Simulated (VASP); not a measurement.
# MgTiCl6 (Cm) in VASP: single point with PBEsol

Aim: the single point of MgTiCl6 with PBEsol.

Everything below comes from runs of VASP 6.6.1. Logs are shortened: lines on timing, memory, paths and dates and some standing lists are left out, and cuts for length are marked.

**1. The cell of the first run**

The typed cell holds 8 atoms: a = 4.842 Å, b = 4.842 Å, c = 9.928 Å, α = 90.02°, β = 90.02°, γ = 89.94°.

**2. Single point, PBEsol**

Contents of INCAR:

```
SYSTEM = MgTiCl6
  ALGO = Normal
  EDIFF = 1E-7
  ENCUT = 520
  GGA = PS
  ISIF = 2
  ISMEAR = -1
  LASPH = .True.
  LCHARG = .False.
  LREAL = .False.
  LWAVE = .False.
  NBANDS = 38
  NELM = 60
  PREC = Accurate
  SIGMA = 0.03
```

Contents of KPOINTS:

```
k-points
0
Gamma
  4 4 2
  0 0 0
```

Contents of POSCAR:

```
MgTiCl6
1.0
    3.4252907925     -3.4218946564     -0.0004331786
    3.4252907925      3.4218946564     -0.0004331786
   -0.0024811120      0.0000000000      9.9284520900
Mg Ti Cl
1 1 6
Direct
    0.9893933521      0.9893933521      0.7419559718
    0.0449996726      0.0449996726      0.2417528105
    0.5044670842      0.0188076096      0.2417068751
    0.0188076096      0.5044670842      0.2417068751
    0.4886850528      0.9884110696      0.7417183624
    0.9884110696      0.4886850528      0.7417183624
   -0.0172568313     -0.0172568313      0.4624293857
   -0.0175060196     -0.0175060196      1.0210123370
```

Potentials or basis: VASP PAW PBE potentials, release 64 (Mg, Ti_sv, Cl).

On the command line:

```sh
$ cat potpaw_PBE.64/Mg/POTCAR potpaw_PBE.64/Ti_sv/POTCAR potpaw_PBE.64/Cl/POTCAR > POTCAR
$ mpirun -np 1 vasp_std > vasp.out
```

OUTCAR:

```text
SYSTEM = MgTiCl6
   EDIFF = 1E-7
   ENCUT = 520
   GGA = PS
   ISIF = 2
   ISMEAR = -1
   LASPH = .True.
   LREAL = .False.
   NELM = 60
   PREC = Accurate

 ion  position               nearest neighbor table
   1  0.989  0.989  0.742-   5 2.42   6 2.42   6 2.42   5 2.42   8 2.77   7 2.78
   2  0.045  0.045  0.242-   3 2.23   4 2.23   7 2.23   8 2.23   4 2.62   3 2.62
   3  0.504  0.019  0.242-   2 2.23   2 2.62
   4  0.019  0.504  0.242-   2 2.23   2 2.62
   5  0.489  0.988  0.742-   1 2.42   1 2.42
   6  0.988  0.489  0.742-   1 2.42   1 2.42
   7  0.983  0.983  0.462-   2 2.23   1 2.78
   8  0.982  0.982  0.021-   2 2.23   1 2.77

  LATTYP: Found a base centered monoclinic cell.
 ALAT       =     6.8505816398
 B/A-ratio  =     0.9990085036
 C/A-ratio  =     1.4492860493
 COS(beta)  =    -0.0003763639

  Lattice vectors:

 A1 = (   3.4252907925,  -3.4218946564,  -0.0004331786)
 A2 = (   3.4252907925,   3.4218946564,  -0.0004331786)
 A3 = (  -0.0024811120,   0.0000000000,   9.9284520900)

Analysis of symmetry for initial positions (statically):
=====================================================================
 Subroutine PRICEL returns:
 Original cell was already a primitive cell.

 Routine SETGRP: Setting up the symmetry group for a
 base centered monoclinic supercell.

 Subroutine GETGRP returns: Found  2 space group operations
 (whereof  2 operations were pure point group operations)
 out of a pool of  4 trial point group operations.

The static configuration has the point symmetry C_1h.

Analysis of symmetry for dynamics (positions and initial velocities):
=====================================================================
 Subroutine PRICEL returns:
 Original cell was already a primitive cell.

 Routine SETGRP: Setting up the symmetry group for a
 base centered monoclinic supercell.

 Subroutine GETGRP returns: Found  2 space group operations
 (whereof  2 operations were pure point group operations)
 out of a pool of  4 trial point group operations.

The dynamic configuration has the point symmetry C_1h.

 Subroutine INISYM returns: Found  2 space group operations
 (whereof  2 operations are pure point group operations),
 and found     1 'primitive' translations

----------------------------------------------------------------------------------------

[... 96 lines left out ...]
   NSW    =      0    number of steps for IOM
   IBRION =     -1    ionic relax: 0-MD 1-quasi-New 2-CG
   NFREE  =      0    steps in history (QN), initial steepest desc. (CG)
   ISIF   =      2    stress and relaxation
   ISYM   =      2    0-nonsym 1-usesym 2-fastsym
   POTIM  = 0.5000    time-step for ionic-motion
   TEBEG  =    0.0;   TEEND  =   0.0 temperature during run
   PSTRESS=    0.0 pullay stress
   NELECT =      56.0000    total number of electrons
   NUPDOWN=      -1.0000    fix difference up-down
   EMIN   =  10.00;   EMAX   =-10.00  energy-range for DOS
   EFERMI =   0.00;   METHOD = LEGACY
   ISMEAR =    -1;   SIGMA  =   0.03  broadening in eV -4-tet -1-fermi 0-gaus
   EFERMI_NEDOS =   21; number of points for ismear=-14 and -15
   IALGO  =     38    algorithm
   IMIX   =      4    mixing-type and parameters
     AMIX     =   0.40;   BMIX     =  1.00
     AMIX_MAG =   1.60;   BMIX_MAG =  1.00
  volume/ion in A,a.u.               =      29.09       196.33
  Fermi-wavevector in a.u.,A,eV,Ry     =   1.018229  1.924175 14.106400  1.036791
  Thomas-Fermi vector in A             =   2.151675
   LORBIT       =      0    0 simple, 1 ext, 2 COOP (PROOUT), +10 PAW based schemes
   GGA     = PS    functional components
   LHFCALC =     F    Hartree Fock is set to
   AEXX    =    0.0000 exact exchange contribution
   IVDW    =     0    specifies the selected vdW correction
   LEPSILON=     F    determine dielectric tensor
   LRPA    =     F    only Hartree local field effects (RPA)
 non-spin polarized calculation
  energy-cutoff  :      520.00
  volume of cell :      232.74
 maximum number of plane-waves:      6288
   NGX = 19   NGY = 19   NGZ = 37

 number of electron      56.0000004 magnetization

 Free energy of the ion-electron system (eV)
  ---------------------------------------------------
  ext. energy  EPLUGINS =         0.00000000
  ---------------------------------------------------
  free energy    TOTEN  =       -33.65192754 eV

  energy without entropy =      -33.65141569  energy(sigma->0) =      -33.65167162

 E-fermi :   0.1533     XC(G=0):  -7.5452

 val. band max:        0.0192094840   @ k =   0.0000   0.0000   0.0000
 cond. band min:       0.2914626272   @ k =   0.5000   0.5000   0.5000
 fundamental gap:      0.2722531432
 Fermi energy:         0.1532908409

 k-point     1 :       0.0000    0.0000    0.0000
  band No.  band energies     occupation
      1     -58.1615      2.00000
      2     -34.5448      2.00000
      3     -34.5378      2.00000
      4     -34.4385      2.00000
      5     -15.8413      2.00000
      6     -15.1377      2.00000
[... 563 lines left out ...]
     37       7.6897      0.00000
     38       7.7103      0.00000

------------------------ aborting loop because EDIFF is reached ----------------------------------------

  FORCE on cell =-STRESS in cart. coord.  units (eV):
  Direction    XX          YY          ZZ          XY          YZ          ZX
  --------------------------------------------------------------------------------------
  -------------------------------------------------------------------------------------
  Total       -0.1038429     -0.1128802     -0.0341259      0.0000000      0.0000000      0.0022010
  in kB       -0.7148449     -0.7770571     -0.2349192      0.0000000      0.0000000      0.0151514
  external PRESSURE =      -0.5756071 kB  Pullay stress =       0.0000000 kB

 VOLUME and BASIS-vectors are now :
 -----------------------------------------------------------------------------
  energy-cutoff  :      520.00
  volume of cell :      232.74
      direct lattice vectors                 reciprocal lattice vectors
     3.425290792 -3.421894656 -0.000433179     0.145973013 -0.146117882  0.000036479
     3.425290792  3.421894656 -0.000433179     0.145973013  0.146117882  0.000036479
    -0.002481112  0.000000000  9.928452090     0.000012738  0.000000000  0.100720638

 POSITION                                       TOTAL-FORCE (eV/Angst)
 -----------------------------------------------------------------------------------
      6.77608      0.00000      7.36562        -0.003371      0.000000     -0.000449
      0.30767      0.00000      2.40019         0.000002      0.000000     -0.000093
      1.79177     -1.66188      2.39955         0.001235      0.000437      0.000057
      1.79177      1.66188      2.39955         0.001235     -0.000437      0.000057
      5.05764      1.71001      7.36348         0.001100     -0.001478      0.000005
      5.05764     -1.71001      7.36348         0.001100      0.001478      0.000005
      6.73121      0.00000      4.59036        -0.000475      0.000000      0.005296
      6.73060      0.00000      0.20777        -0.000827      0.000000     -0.004878
 -----------------------------------------------------------------------------------
    total drift:                               -0.000422     -0.000000     -0.000786

  FREE ENERGIE OF THE ION-ELECTRON SYSTEM (eV)
  ---------------------------------------------------
  free  energy   TOTEN  =       -33.6519275443 eV

  energy  without entropy=      -33.6514156895  energy(sigma->0) =      -33.65167162
```

Run time: 3.9 min. Hardware: 1 thread of Oxide Virtual Turin-like, shared host; peak memory 0.33 GiB.

Results:

```yaml
Free_energy: -33.6519 eV
Pressure: -0.1 GPa
Largest_force: 0.005 eV/Å
Band_gap_on_the_k_mesh: zero (bands 28 and 29 overlap by 0.27 eV)
```

Forces in eV/Å, atoms in the order of the input:
```
Mg  -0.003  0.000  0.000
Ti   0.000  0.000  0.000
Cl   0.001  0.000  0.000
Cl   0.001  0.000  0.000
Cl   0.001 -0.001  0.000
Cl   0.001  0.001  0.000
Cl   0.000  0.000  0.005
Cl  -0.001  0.000 -0.005
```

Levels at points of the mesh, in eV from the Fermi level:
```tsv
k point	band 26	band 27	band 28	band 29	band 30	band 31
(0.00, 0.00, 0.00)	-0.86	-0.55	-0.54	-0.13	0.65	0.70
(0.50, 0.00, 0.00)	-1.16	-1.15	-1.03	0.71	0.78	0.93
(0.50, 0.50, 0.00)	-1.02	-1.00	0.14	0.97	1.04	1.05
(0.00, 0.00, 0.50)	-0.87	-0.55	-0.54	-0.14	0.64	0.74
(0.50, 0.00, 0.50)	-1.21	-1.15	-1.11	0.71	0.80	0.93
(0.50, 0.50, 0.50)	-1.11	-1.09	0.14	0.98	0.99	1.05
```

Caveat: the PAW data sets were made with another functional, which shifts forces and pressure a little.

The gap in the log of VASP goes by the Fermi energy; the results here count the filled bands.